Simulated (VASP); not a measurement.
VSi (CsCl type): single point with LDA

VSi (CsCl type):

```
V Si
1.0
     2.68182    0.00000    0.00000
     0.00000    2.68182    0.00000
     0.00000    0.00000    2.68182
V Si
1 1
Direct
  0.00000 0.00000 0.00000
  0.50000 0.50000 0.50000
```

| Item | Value |
| --- | --- |
| Program | VASP 6.6.1 |
| Task | single point |
| Functional | LDA |
| Potentials or basis | VASP PAW LDA potentials, release 64 (V_sv, Si) |
| Cutoff | 520 eV |
| k mesh | 15 × 15 × 15 |
| Occupations | fermi-dirac, width 0.1 eV |
| Spin | no spin polarisation |

- Pressure: 80.1 GPa

Levels at points of the mesh, in eV from the Fermi level:
```csv
k point,band 7,band 8,band 9,band 10,band 11,band 12
"(0.00, 0.00, 0.00)",-3.46,1.97,1.97,1.97,4.49,4.49
```

It took 10 s on 1 thread of Intel(R) Xeon(R) 6975P-C (Granite Rapids) (shared host), peak memory 0.14 GiB.
